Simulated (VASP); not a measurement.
# Pb (C2/m) in VASP: single point with PBE

Aim: the single point of Pb with PBE.

Program: VASP 6.6.1. These are calculated values, not measurements. Logs are shortened: lines on timing, memory, paths and dates and some standing lists are left out, and cuts for length are marked.

## Step 1: The cell of the first run

Symmetry: C2/m, No. 12, monoclinic system. Conventional cell: a = 6.881 Å, b = 3.973 Å, c = 6.089 Å, α = 90.00°, β = 111.49°, γ = 90.00°. Within 3.0 Å of Pb (site symmetry m) lie 3 Pb at 2.29 Å.

## Step 2: Single point, PBE (C replaced by Pb, lengths x 1.553, strained)

Input file INCAR:

```
  PREC = Accurate
  ENCUT = 520
  EDIFF = 1E-6
  ISMEAR = 0
  SIGMA = 0.1
  LREAL = F
  LASPH = T
  NELM = 60
  ALGO = Normal
  ISIF = 2
  LWAVE = F
  LCHARG = F
  GGA = PE
  NBANDS = 21
```

Input file KPOINTS:

```
Automatic mesh
0
Gamma
  12 12 8
```

Input file POSCAR:

```
Pb
1.0
    3.4407105104     -1.9866139983      0.0000000000
    3.4407105104      1.9866139983      0.0000000000
   -2.2304959707      0.0000000000      5.6654487934
Pb
2
Direct
    0.8333555300      0.8333555300      0.0000930400
    0.1666444700      0.1666444700      0.9999069600
```

Potentials or basis: VASP PAW PBE potentials, release 64 (Pb_d).

The run is started by

```console
$ cat potpaw_PBE.64/Pb_d/POTCAR > POTCAR
$ mpirun -np 1 vasp_std > vasp.out
```

OUTCAR:

```text
PREC = Accurate
   ENCUT = 520
   EDIFF = 1E-6
   ISMEAR = 0
   LREAL = F
   LASPH = T
   NELM = 60
   ISIF = 2
   GGA = PE

 ion  position               nearest neighbor table
   1  0.833  0.833  0.000-   2 2.29   2 2.29   2 2.29
   2  0.167  0.167  1.000-   1 2.29   1 2.29   1 2.29

  LATTYP: Found a base centered monoclinic cell.
 ALAT       =     6.8814210208
 B/A-ratio  =     0.5773848141
 C/A-ratio  =     0.8848045598
 COS(beta)  =    -0.3663329314

  Lattice vectors:

 A1 = (   3.4407105104,  -1.9866139983,   0.0000000000)
 A2 = (   3.4407105104,   1.9866139983,   0.0000000000)
 A3 = (  -2.2304959707,   0.0000000000,   5.6654487934)

Analysis of symmetry for initial positions (statically):
=====================================================================
 Subroutine PRICEL returns:
 Original cell was already a primitive cell.

 Routine SETGRP: Setting up the symmetry group for a
 base centered monoclinic supercell.

 Subroutine GETGRP returns: Found  4 space group operations
 (whereof  4 operations were pure point group operations)
 out of a pool of  4 trial point group operations.

The static configuration has the point symmetry C_2h.

Analysis of symmetry for dynamics (positions and initial velocities):
=====================================================================
 Subroutine PRICEL returns:
 Original cell was already a primitive cell.

 Routine SETGRP: Setting up the symmetry group for a
 base centered monoclinic supercell.

 Subroutine GETGRP returns: Found  4 space group operations
 (whereof  4 operations were pure point group operations)
 out of a pool of  4 trial point group operations.

The dynamic configuration has the point symmetry C_2h.

 Subroutine INISYM returns: Found  4 space group operations
 (whereof  4 operations are pure point group operations),
 and found     1 'primitive' translations

----------------------------------------------------------------------------------------

                                     Primitive cell

  volume of cell :      77.4508

  direct lattice vectors                    reciprocal lattice vectors
     3.440710510 -1.986613998  0.000000000     0.145318823 -0.251684525  0.057212246
     3.440710510  1.986613998  0.000000000     0.145318823  0.251684525  0.057212246
    -2.230495971  0.000000000  5.665448793     0.000000000  0.000000000  0.176508523

  length of vectors
     3.973049710  3.973049710  6.088712697     0.296202467  0.296202467  0.176508523
[... 78 lines left out ...]
   LASPH  =      T    aspherical Exc in radial PAW
   ENCUT  =  520.0 eV  38.22 Ry    6.18 a.u.   7.39  7.39 11.32*2*pi/ulx,y,z
   NELM   =     60;   NELMIN=  2; NELMDL= -5     # of ELM steps
   EDIFF  = 0.1E-05   stopping-criterion for ELM
   LREAL  =      F    real-space projection
   EDIFFG = 0.1E-04   stopping-criterion for IOM
   NSW    =      0    number of steps for IOM
   IBRION =     -1    ionic relax: 0-MD 1-quasi-New 2-CG
   NFREE  =      0    steps in history (QN), initial steepest desc. (CG)
   ISIF   =      2    stress and relaxation
   ISYM   =      2    0-nonsym 1-usesym 2-fastsym
   POTIM  = 0.5000    time-step for ionic-motion
   TEBEG  =    0.0;   TEEND  =   0.0 temperature during run
   PSTRESS=    0.0 pullay stress
   NELECT =      28.0000    total number of electrons
   NUPDOWN=      -1.0000    fix difference up-down
   EMIN   =  10.00;   EMAX   =-10.00  energy-range for DOS
   EFERMI =   0.00;   METHOD = LEGACY
   ISMEAR =     0;   SIGMA  =   0.10  broadening in eV -4-tet -1-fermi 0-gaus
   EFERMI_NEDOS =   21; number of points for ismear=-14 and -15
   IALGO  =     38    algorithm
   IMIX   =      4    mixing-type and parameters
     AMIX     =   0.40;   BMIX     =  1.00
     AMIX_MAG =   1.60;   BMIX_MAG =  1.00
  volume/ion in A,a.u.               =      38.73       261.33
  Fermi-wavevector in a.u.,A,eV,Ry     =   1.166234  2.203862 18.505293  1.360101
  Thomas-Fermi vector in A             =   2.302749
   LORBIT       =      0    0 simple, 1 ext, 2 COOP (PROOUT), +10 PAW based schemes
   GGA     = PE    functional components
   LHFCALC =     F    Hartree Fock is set to
   AEXX    =    0.0000 exact exchange contribution
   IVDW    =     0    specifies the selected vdW correction
   LEPSILON=     F    determine dielectric tensor
   LRPA    =     F    only Hartree local field effects (RPA)
 non-spin polarized calculation
 Gauss-broadening in eV      SIGMA  =   0.10
  energy-cutoff  :      520.00
  volume of cell :       77.45
 maximum number of plane-waves:      2116
 NGX is ok and might be reduce to    30
   NGX = 15   NGY = 15   NGZ = 23

 number of electron      27.9999999 magnetization

 Free energy of the ion-electron system (eV)
  ---------------------------------------------------
  ext. energy  EPLUGINS =         0.00000000
  ---------------------------------------------------
  free energy    TOTEN  =         1.38129381 eV

  energy without entropy =        1.38180108  energy(sigma->0) =        1.38154745

 E-fermi :   5.3961     XC(G=0):  -7.9725

 val. band max:        5.2981780027   @ k =  -0.3333   0.3333   0.1250
 cond. band min:       5.4961773106   @ k =   0.0000   0.0000   0.5000
 fundamental gap:      0.1979993078
 Fermi energy:         5.3960791257

 k-point     1 :       0.0000    0.0000    0.0000
  band No.  band energies     occupation
      1     -15.1404      2.00000
      2     -14.5565      2.00000
      3     -14.5561      2.00000
      4     -14.0937      2.00000
      5     -14.0934      2.00000
      6     -13.4586      2.00000
[... 565 lines left out ...]
     20      14.8282      0.00000
     21      15.0550      0.00000

 [... further k-points ...]

------------------------ aborting loop because EDIFF is reached ----------------------------------------

  FORCE on cell =-STRESS in cart. coord.  units (eV):
  Direction    XX          YY          ZZ          XY          YZ          ZX
  --------------------------------------------------------------------------------------
  -------------------------------------------------------------------------------------
  Total       38.8956142     38.9020497     -0.0974358      0.0000000      0.0000000     -0.0007831
  in kB      804.6097236    804.7428498     -2.0155945      0.0000000      0.0000000     -0.0162001
  external PRESSURE =     535.7789930 kB  Pullay stress =       0.0000000 kB

 VOLUME and BASIS-vectors are now :
 -----------------------------------------------------------------------------
  energy-cutoff  :      520.00
  volume of cell :       77.45
      direct lattice vectors                 reciprocal lattice vectors
     3.440710510 -1.986613998  0.000000000     0.145318823 -0.251684525  0.057212246
     3.440710510  1.986613998  0.000000000     0.145318823  0.251684525  0.057212246
    -2.230495971  0.000000000  5.665448793     0.000000000  0.000000000  0.176508523

 POSITION                                       TOTAL-FORCE (eV/Angst)
 -----------------------------------------------------------------------------------
      5.73446      0.00000      0.00053         0.000875      0.000000      0.016097
     -1.08354      0.00000      5.66492        -0.000875      0.000000     -0.016097
 -----------------------------------------------------------------------------------
    total drift:                               -0.000000     -0.000000      0.000000

  FREE ENERGIE OF THE ION-ELECTRON SYSTEM (eV)
  ---------------------------------------------------
  free  energy   TOTEN  =         1.3812938112 eV

  energy  without entropy=        1.3818010847  energy(sigma->0) =        1.38154745
```

stdout:

```text
POSCAR found type information on POSCAR Pb
 POSCAR found :  1 types and       2 ions
 scaLAPACK will be used
 LDA part: xc-table for (Slater+PW92), standard interpolation
 POSCAR, INCAR and KPOINTS ok, starting setup
 FFT: planning ... GRIDC
 FFT: planning ... GRID_SOFT
 FFT: planning ... GRID
 WAVECAR not read
 entering main loop
```

It took 3.6 min on 1 thread of Intel Xeon 6975P-C (Granite Rapids), shared host; peak memory 0.5 GiB.

Results:

```
Free energy            : 1.3813 eV
Pressure               : 53.6 GPa
Largest force          : 0.016 eV/Å
Band gap on the k mesh : zero (bands 14 and 15 overlap by 0.23 eV)
```

Forces on the atoms (eV/Å):
```
Pb   0.001  0.000  0.016
Pb  -0.001  0.000 -0.016
```

Caveat: the cell differs from its parent crystal (C replaced by Pb, lengths x 1.553, strained); the stress differs along the axes, from -0 to 80 GPa; spin-orbit coupling is left out, which moves the levels of the heavy elements.

The gap in the log of VASP goes by the Fermi energy; the results here count the filled bands.